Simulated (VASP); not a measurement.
**AlRu: single point with PBE**

The system is AlRu.

```
Ru Al
1.0
     2.95117    0.00000    0.00000
     0.00000    2.95117    0.00000
     0.00000    0.00000    2.95117
Ru Al
1 1
Cartesian
  1.4756 1.4756 1.4756
  0.0000 0.0000 0.0000
```

This cell differs from its parent crystal: volume scaled by 0.96.

* Program: VASP 6.6.1
* Task: single point
* Functional: PBE
* Potentials or basis: VASP PAW PBE potentials, release 64 (Ru_pv, Al)
* Cutoff: 520 eV
* k mesh: 9 × 9 × 9
* Occupations: fermi-dirac, width 0.05 eV
* Spin: no spin polarisation

```yaml
Pressure: 12.1 GPa
```

Levels at points of the mesh, in eV from the Fermi level:
| k point | band 6 | band 7 | band 8 | band 9 | band 10 | band 11 | band 12 | band 13 |
| --- | --- | --- | --- | --- | --- | --- | --- | --- |
| (0.00, 0.00, 0.00) | -3.72 | 0.26 | 0.26 | 0.26 | 6.37 | 6.37 | 6.37 | 11.31 |

It took 8 s on 1 thread of AMD EPYC 9R14 (Zen 4) (shared host), peak memory 0.11 GiB.
